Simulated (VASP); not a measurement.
# Ba in VASP: further runs

The runs below take Ba through electric field gradients, with PBEsol.

All numbers are computed with VASP 6.6.1; they aren't measurements. Logs are shortened: lines on timing, memory, paths and dates and some standing lists are left out, and cuts for length are marked.

### Step 1. The cell of the first run

It takes space group Im-3m (No. 229, cubic). The conventional cell has a = 5.033 Å, b = 5.033 Å, c = 5.033 Å, α = 90.00°, β = 90.00°, γ = 90.00°. Ba (site symmetry m-3m) has 14 Ba at 4.36 to 5.03 Å within 5.7 Å.

### Step 2. Electric field gradients, PBEsol (volume scaled by 1.02)

INCAR

```
PREC = Accurate
ENCUT = 520
EDIFF = 1E-8
ISMEAR = -1
SIGMA = 0.05
LREAL = False
LASPH = True
NELM = 60
ALGO = Normal
ISIF = 2
LWAVE = False
LCHARG = False
GGA = PS
LEFG = True
NBANDS = 11
```

KPOINTS

```
Automatic mesh
0
Gamma
  10 10 10
```

POSCAR

```
Ba
1.0
   -2.5165567739      2.5165567739      2.5165567739
    2.5165567739     -2.5165567739      2.5165567739
    2.5165567739      2.5165567739     -2.5165567739
Ba
1
Direct
    0.0000000000      0.0000000000      0.0000000000
```

Potentials or basis: VASP PAW PBE potentials, release 64 (Ba_sv).

The run is started by

```console
cat potpaw_PBE.64/Ba_sv/POTCAR > POTCAR
mpirun -np 1 vasp_std > vasp.out
```

OUTCAR:

```text
PREC = Accurate
   ENCUT = 520
   EDIFF = 1E-8
   ISMEAR = -1
   LREAL = False
   LASPH = True
   NELM = 60
   ISIF = 2
   GGA = PS

 ion  position               nearest neighbor table
   1  0.000  0.000  0.000-

  LATTYP: Found a body centered cubic cell.
 ALAT       =     5.0331135478

  Lattice vectors:

 A1 = (  -2.5165567739,   2.5165567739,   2.5165567739)
 A2 = (   2.5165567739,  -2.5165567739,   2.5165567739)
 A3 = (   2.5165567739,   2.5165567739,  -2.5165567739)

Analysis of symmetry for initial positions (statically):
=====================================================================
 Subroutine PRICEL returns:
 Original cell was already a primitive cell.

 Routine SETGRP: Setting up the symmetry group for a
 body centered cubic supercell.

 Subroutine GETGRP returns: Found 48 space group operations
[... 9 lines left out ...]

 Routine SETGRP: Setting up the symmetry group for a
 body centered cubic supercell.

 Subroutine GETGRP returns: Found 48 space group operations
[... 11 lines left out ...]
                                     Primitive cell

  volume of cell :      63.7500

  direct lattice vectors                    reciprocal lattice vectors
    -2.516556774  2.516556774  2.516556774     0.000000000  0.198684172  0.198684172
     2.516556774 -2.516556774  2.516556774     0.198684172  0.000000000  0.198684172
     2.516556774  2.516556774 -2.516556774     0.198684172  0.198684172  0.000000000

  length of vectors
     4.358804193  4.358804193  4.358804193     0.280981851  0.280981851  0.280981851

  position of ions in fractional coordinates (direct lattice)
     0.000000000  0.000000000  0.000000000

  ion indices of the primitive-cell ions
   primitive index   ion index
                 1           1

----------------------------------------------------------------------------------------

 KPOINTS: Automatic mesh

Automatic generation of k-mesh.
 Grid dimensions read from file:
 generate k-points for:   10   10   10

 Generating k-lattice:

  Cartesian coordinates                     Fractional coordinates (reciprocal lattice)
     0.000000000  0.019868417  0.019868417     0.100000000  0.000000000  0.000000000
[... 89 lines left out ...]
   LRPA    =     F    only Hartree local field effects (RPA)
 non-spin polarized calculation
  energy-cutoff  :      520.00
  volume of cell :       63.75
 maximum number of plane-waves:      1745
   NGX = 17   NGY = 17   NGZ = 17

 number of electron      10.0000001 magnetization

 Free energy of the ion-electron system (eV)
  ---------------------------------------------------
  ext. energy  EPLUGINS =         0.00000000
  ---------------------------------------------------
  free energy    TOTEN  =        -2.14138216 eV

  energy without entropy =       -2.13033462  energy(sigma->0) =       -2.13585839

 E-fermi :   1.4863     XC(G=0):  -7.4678

 val. band max:        1.4577808872   @ k =   0.3000   0.3000   0.0000
 cond. band min:       1.4880246720   @ k =  -0.4000   0.4000   0.3000
 fundamental gap:      0.0302437847
 Fermi energy:         1.4862622386

 k-point     1 :       0.0000    0.0000    0.0000
  band No.  band energies     occupation
      1     -27.3802      2.00000
      2     -12.3176      2.00000
      3     -12.3176      2.00000
      4     -12.3176      2.00000
      5      -1.2643      2.00000
      6       3.2963      0.00000
      7       3.2963      0.00000
      8       3.2963      0.00000
      9       4.7151      0.00000
     10       4.7151      0.00000
     11       8.4033      0.00000
[... 309 lines left out ...]
 k-point    24 :      -0.3000    0.3000    0.1000
  band No.  band energies     occupation
      1     -27.3498      2.00000
      2     -12.6121      2.00000
      3     -12.4289      2.00000
      4     -12.3531      2.00000
      5       0.2132      2.00000
      6       2.4297      0.00000
      7       2.6541      0.00000
      8       3.9650      0.00000
      9       4.8357      0.00000
     10       5.2136      0.00000
     11       8.1738      0.00000

 [... further k-points ...]
[... 5 lines left out ...]
  --------------------------------------------------------------------------------------
  -------------------------------------------------------------------------------------
  Total       -0.2764545     -0.2764545     -0.2764545     -0.0000000      0.0000000      0.0000000
  in kB       -6.9479090     -6.9479090     -6.9479090     -0.0000000      0.0000000      0.0000000
  external PRESSURE =      -6.9479090 kB  Pullay stress =       0.0000000 kB

 VOLUME and BASIS-vectors are now :
 -----------------------------------------------------------------------------
  energy-cutoff  :      520.00
  volume of cell :       63.75
      direct lattice vectors                 reciprocal lattice vectors
    -2.516556774  2.516556774  2.516556774     0.000000000  0.198684172  0.198684172
     2.516556774 -2.516556774  2.516556774     0.198684172  0.000000000  0.198684172
     2.516556774  2.516556774 -2.516556774     0.198684172  0.198684172  0.000000000

 POSITION                                       TOTAL-FORCE (eV/Angst)
 -----------------------------------------------------------------------------------
      0.00000      0.00000      0.00000        -0.000000     -0.000000      0.000000
 -----------------------------------------------------------------------------------
    total drift:                               -0.000000      0.000000      0.000000

  FREE ENERGIE OF THE ION-ELECTRON SYSTEM (eV)
  ---------------------------------------------------
  free  energy   TOTEN  =        -2.1413821639 eV

  energy  without entropy=       -2.1303346231  energy(sigma->0) =       -2.13585839

 Electric field gradients (V/A^2)
---------------------------------------------------------------------
 ion       V_xx      V_yy      V_zz      V_xy      V_xz      V_yz
---------------------------------------------------------------------
   1       0.000     0.000     0.000    -0.000    -0.000    -0.000
---------------------------------------------------------------------

 Electric field gradients after diagonalization (V/A^2)
 (convention: |V_zz| > |V_xx| > |V_yy|)
----------------------------------------------------------------------
 ion       V_xx      V_yy      V_zz     asymmetry (V_yy - V_xx)/ V_zz
----------------------------------------------------------------------
   1       0.000     0.000    -0.000       0.000
----------------------------------------------------------------------

           NMR quadrupolar parameters

 Cq : quadrupolar parameter    Cq=e*Q*V_zz/h
 eta: asymmetry parameters     (V_yy - V_xx)/ V_zz
 Q  : nuclear electric quadrupole moment in mb (millibarn)
----------------------------------------------------------------------
 ion       Cq(MHz)       eta       Q (mb)
----------------------------------------------------------------------
   1      -0.000       0.000       1.000
----------------------------------------------------------------------
```

Run time: 12 s. Hardware: 1 thread of Intel Xeon 6975P-C (Granite Rapids), shared host; peak memory 0.18 GiB.

What came out:

```
Free energy            : -2.1414 eV
Pressure               : -0.7 GPa
Band gap on the k mesh : zero (band 5 reaches 1.81 eV, above the bottom of band 6 at 0.98 eV)
```

Levels at points of the mesh, in eV from the Fermi level:
```
           k point  band 3  band 4  band 5  band 6  band 7  band 8
(0.00, 0.00, 0.00)  -13.80  -13.80   -2.75    1.81    1.81    1.81
(0.50, 0.00, 0.00)  -13.95  -13.81   -0.89    0.69    1.23    3.18
(0.50, 0.50, 0.50)  -14.12  -14.12   -0.51   -0.51    4.29    4.29
```

Caveat: without QUAD_EFG the Cq values of the log hold for a quadrupole moment of 1 mb, not for the nuclei; the PAW data sets were made with another functional, which shifts forces and pressure a little; spin-orbit coupling is left out, which moves the levels of the heavy elements.

### Step 3. Electric field gradients, PBEsol (volume scaled by 1.06)

INCAR

```
SYSTEM = Ba
PREC = Accurate
ENCUT = 520
EDIFF = 1E-8
ISMEAR = -1
SIGMA = 0.05
LREAL = .FALSE.
LASPH = .TRUE.
NELM = 80
ALGO = Normal
ISIF = 2
LWAVE = .FALSE.
LCHARG = .FALSE.
GGA = PS
LEFG = .TRUE.
NBANDS = 11
```

KPOINTS

```
regular mesh
0
G
  10 10 10
  0 0 0
```

POSCAR

```
Ba
1.0
   -2.5490320561      2.5490320561      2.5490320561
    2.5490320561     -2.5490320561      2.5490320561
    2.5490320561      2.5490320561     -2.5490320561
Ba
1
Direct
    0.0000000000      0.0000000000      0.0000000000
```

Potentials or basis: VASP PAW PBE potentials, release 64 (Ba_sv).

The run is started by

```console
cat potpaw_PBE.64/Ba_sv/POTCAR > POTCAR
mpirun -np 1 vasp_std > vasp.out
```

OUTCAR:

```text
SYSTEM = Ba
   PREC = Accurate
   ENCUT = 520
   EDIFF = 1E-8
   ISMEAR = -1
   LREAL = .FALSE.
   LASPH = .TRUE.
   NELM = 80
   ISIF = 2
   GGA = PS

 ion  position               nearest neighbor table
   1  0.000  0.000  0.000-

  LATTYP: Found a body centered cubic cell.
 ALAT       =     5.0980641122

  Lattice vectors:

 A1 = (  -2.5490320561,   2.5490320561,   2.5490320561)
 A2 = (   2.5490320561,  -2.5490320561,   2.5490320561)
 A3 = (   2.5490320561,   2.5490320561,  -2.5490320561)

[... 542 lines left out ...]
    total drift:                               -0.000000      0.000000      0.000000

  FREE ENERGIE OF THE ION-ELECTRON SYSTEM (eV)
  ---------------------------------------------------
  free  energy   TOTEN  =        -2.1284292045 eV

  energy  without entropy=       -2.1174715465  energy(sigma->0) =       -2.12295038

 Electric field gradients (V/A^2)
---------------------------------------------------------------------
 ion       V_xx      V_yy      V_zz      V_xy      V_xz      V_yz
---------------------------------------------------------------------
   1       0.000    -0.000    -0.000    -0.000    -0.000    -0.000
---------------------------------------------------------------------

 Electric field gradients after diagonalization (V/A^2)
 (convention: |V_zz| > |V_xx| > |V_yy|)
----------------------------------------------------------------------
 ion       V_xx      V_yy      V_zz     asymmetry (V_yy - V_xx)/ V_zz
----------------------------------------------------------------------
   1       0.000     0.000    -0.000       0.000
----------------------------------------------------------------------

           NMR quadrupolar parameters

 Cq : quadrupolar parameter    Cq=e*Q*V_zz/h
 eta: asymmetry parameters     (V_yy - V_xx)/ V_zz
 Q  : nuclear electric quadrupole moment in mb (millibarn)
----------------------------------------------------------------------
 ion       Cq(MHz)       eta       Q (mb)
----------------------------------------------------------------------
   1      -0.000       0.000       1.000
----------------------------------------------------------------------
```

OSZICAR:

```text
N       E                     dE             d eps       ncg     rms          rms(c)
DAV:   1     0.574080668323E+02    0.57408E+02   -0.41340E+03  1034   0.740E+02
DAV:   2     0.823237687984E+00   -0.56585E+02   -0.55258E+02  1240   0.137E+02
DAV:   3    -0.204841857640E+01   -0.28717E+01   -0.28573E+01  1318   0.322E+01
DAV:   4    -0.212634340356E+01   -0.77925E-01   -0.77803E-01  1370   0.504E+00
DAV:   5    -0.212813854686E+01   -0.17951E-02   -0.17951E-02  1392   0.608E-01    0.148E+00
DAV:   6    -0.212817428848E+01   -0.35742E-04   -0.28473E-03  1263   0.497E-01    0.880E-01
DAV:   7    -0.212833811760E+01   -0.16383E-03   -0.49972E-03  1195   0.697E-01    0.391E-02
DAV:   8    -0.212842481902E+01   -0.86701E-04   -0.27195E-04  1644   0.873E-02    0.196E-02
DAV:   9    -0.212842829379E+01   -0.34748E-05   -0.34380E-06  1220   0.181E-02    0.618E-03
DAV:  10    -0.212842938413E+01   -0.10903E-05   -0.32064E-06  1244   0.116E-02    0.828E-04
DAV:  11    -0.212842930554E+01    0.78585E-07   -0.24142E-07  1590   0.262E-03    0.607E-04
DAV:  12    -0.212842915433E+01    0.15121E-06   -0.18074E-08  1262   0.104E-03    0.190E-04
DAV:  13    -0.212842919675E+01   -0.42418E-07   -0.84747E-10   712   0.253E-04    0.503E-05
DAV:  14    -0.212842920453E+01   -0.77827E-08   -0.17464E-10   613   0.884E-05
   1 F= -.21284292E+01 E0= -.21229504E+01  d E =-.109577E-01
```

Run time: 20 s. Hardware: 1 thread of Intel Xeon 6975P-C (Granite Rapids), shared host; peak memory 0.21 GiB.

Results:

```
Free energy            : -2.1284 eV
Pressure               : -1.0 GPa
Band gap on the k mesh : zero (band 5 reaches 1.66 eV, above the bottom of band 6 at 0.91 eV)
```

Levels at points of the mesh, in eV from the Fermi level:
```
           k point  band 1  band 2  band 3  band 4  band 5  band 6  band 7  band 8  band 9  band 10
(0.00, 0.00, 0.00)  -28.94  -13.90  -13.90  -13.90   -2.73    1.76    1.76    1.76    3.13     3.13
(0.50, 0.00, 0.00)  -28.90  -14.29  -14.02  -13.90   -0.87    0.69    1.12    3.06    3.63     4.99
(0.50, 0.50, 0.50)  -28.88  -14.17  -14.17  -14.17   -0.46   -0.46    4.11    4.11    4.11     4.52
```

Caveat: without QUAD_EFG the Cq values of the log hold for a quadrupole moment of 1 mb, not for the nuclei; the PAW data sets were made with another functional, which shifts forces and pressure a little; spin-orbit coupling is left out, which moves the levels of the heavy elements.

### Step 4. Electric field gradients, PBEsol (equal xx and yy strain of +1 %)

INCAR, as its differences from that of step 3:

```diff
@@ -8,3 +8,3 @@
 LASPH = .TRUE.
-NELM = 80
+NELM = 100
 ALGO = Normal
```

KPOINTS is that of step 3.

POSCAR

```
Ba
1.0
   -2.5250000000      2.5250000000      2.5000000000
    2.5250000000     -2.5250000000      2.5000000000
    2.5250000000      2.5250000000     -2.5000000000
Ba
1
Direct
    0.0000000000      0.0000000000      0.0000000000
```

Potentials or basis: VASP PAW PBE potentials, release 64 (Ba_sv).

The run is started by

```console
cat potpaw_PBE.64/Ba_sv/POTCAR > POTCAR
mpirun -np 1 vasp_std > vasp.out
```

OUTCAR:

```text
SYSTEM = Ba
   PREC = Accurate
   ENCUT = 520
   EDIFF = 1E-8
   ISMEAR = -1
   LREAL = .FALSE.
   LASPH = .TRUE.
   NELM = 100
   ISIF = 2
   GGA = PS

 ion  position               nearest neighbor table
   1  0.000  0.000  0.000-

  LATTYP: Found a body centered tetragonal cell.
 ALAT       =     5.0500000000
 C/A-ratio  =     0.9900990099

  Lattice vectors:

 A1 = (  -2.5250000000,   2.5250000000,   2.5000000000)
 A2 = (   2.5250000000,  -2.5250000000,   2.5000000000)
 A3 = (   2.5250000000,   2.5250000000,  -2.5000000000)

Analysis of symmetry for initial positions (statically):
[... 538 lines left out ...]
    total drift:                                0.000000      0.000000      0.000000

  FREE ENERGIE OF THE ION-ELECTRON SYSTEM (eV)
  ---------------------------------------------------
  free  energy   TOTEN  =        -2.1412959499 eV

  energy  without entropy=       -2.1302423963  energy(sigma->0) =       -2.13576917

 Electric field gradients (V/A^2)
---------------------------------------------------------------------
 ion       V_xx      V_yy      V_zz      V_xy      V_xz      V_yz
---------------------------------------------------------------------
   1       0.020     0.020    -0.040    -0.000    -0.000    -0.000
---------------------------------------------------------------------

 Electric field gradients after diagonalization (V/A^2)
 (convention: |V_zz| > |V_xx| > |V_yy|)
----------------------------------------------------------------------
 ion       V_xx      V_yy      V_zz     asymmetry (V_yy - V_xx)/ V_zz
----------------------------------------------------------------------
   1       0.020     0.020    -0.040       0.001
----------------------------------------------------------------------

           NMR quadrupolar parameters

 Cq : quadrupolar parameter    Cq=e*Q*V_zz/h
 eta: asymmetry parameters     (V_yy - V_xx)/ V_zz
 Q  : nuclear electric quadrupole moment in mb (millibarn)
----------------------------------------------------------------------
 ion       Cq(MHz)       eta       Q (mb)
----------------------------------------------------------------------
   1      -0.000       0.001       1.000
----------------------------------------------------------------------
```

OSZICAR:

```text
N       E                     dE             d eps       ncg     rms          rms(c)
DAV:   1     0.545658592012E+02    0.54566E+02   -0.41628E+03  2244   0.743E+02
DAV:   2     0.662241618073E+00   -0.53904E+02   -0.52371E+02  2649   0.136E+02
DAV:   3    -0.205749266023E+01   -0.27197E+01   -0.27040E+01  2809   0.320E+01
DAV:   4    -0.213960976113E+01   -0.82117E-01   -0.82021E-01  2971   0.523E+00
DAV:   5    -0.214190161904E+01   -0.22919E-02   -0.22917E-02  3022   0.693E-01    0.155E+00
DAV:   6    -0.214138873975E+01    0.51288E-03   -0.31959E-03  2831   0.515E-01    0.918E-01
DAV:   7    -0.214119681439E+01    0.19193E-03   -0.51956E-03  2584   0.700E-01    0.402E-02
DAV:   8    -0.214129210586E+01   -0.95291E-04   -0.28720E-04  3619   0.907E-02    0.218E-02
DAV:   9    -0.214129552246E+01   -0.34166E-05   -0.37737E-06  2655   0.190E-02    0.518E-03
DAV:  10    -0.214129613859E+01   -0.61614E-06   -0.25487E-06  2740   0.100E-02    0.950E-04
DAV:  11    -0.214129606550E+01    0.73097E-07   -0.25944E-07  3489   0.301E-03    0.664E-04
DAV:  12    -0.214129589949E+01    0.16601E-06   -0.20680E-08  2701   0.113E-03    0.169E-04
DAV:  13    -0.214129594300E+01   -0.43512E-07   -0.76446E-10  1542   0.225E-04    0.487E-05
DAV:  14    -0.214129594985E+01   -0.68540E-08   -0.24454E-10  1374   0.960E-05
   1 F= -.21412959E+01 E0= -.21357692E+01  d E =-.110536E-01
```

stdout:

```text
POSCAR found type information on POSCAR Ba
 POSCAR found :  1 types and       1 ions
 scaLAPACK will be used
 -----------------------------------------------------------------------------
|                                                                             |
|                                                                             |
|     You enforced a specific xc type in the INCAR file but a different       |
|     I HOPE YOU KNOW WHAT YOU ARE DOING!                                     |
|                                                                             |
 -----------------------------------------------------------------------------

 LDA part: xc-table for (Slater+PW92), standard interpolation
 POSCAR, INCAR and KPOINTS ok, starting setup
 FFT: planning ... GRIDC
 FFT: planning ... GRID_SOFT
 FFT: planning ... GRID
 WAVECAR not read
 entering main loop
ion   1
```

Wall time 39 s (1 thread of Intel Xeon Platinum 8259CL at 2.50GHz (Skylake/Cascade Lake), shared host); peak memory 0.22 GiB.

Results:

- Free energy: -2.1413 eV
- Pressure: -0.7 GPa
- Band gap on the k mesh: zero (band 5 reaches 1.82 eV, above the bottom of band 6 at 0.98 eV)

Levels at points of the mesh, in eV from the Fermi level:
```csv
k point,band 1,band 2,band 3,band 4,band 5,band 6,band 7,band 8,band 9,band 10
"(0.00, 0.00, 0.00)",-28.87,-13.80,-13.80,-13.80,-2.75,1.77,1.83,1.83,3.18,3.27
"(0.50, 0.00, 0.00)",-28.83,-14.25,-13.95,-13.81,-0.88,0.67,1.24,3.20,3.78,5.19
"(0.50, 0.50, 0.00)",-28.83,-14.25,-13.95,-13.80,-0.89,0.73,1.21,3.12,3.73,5.18
"(0.50, 0.50, 0.50)",-28.79,-14.12,-14.12,-14.11,-0.52,-0.50,4.25,4.25,4.36,4.69
```

Caveat: the cell differs from its parent crystal (equal xx and yy strain of +1 %); without QUAD_EFG the Cq values of the log hold for a quadrupole moment of 1 mb, not for the nuclei; the PAW data sets were made with another functional, which shifts forces and pressure a little; spin-orbit coupling is left out, which moves the levels of the heavy elements.

[end of part 1 of 2]
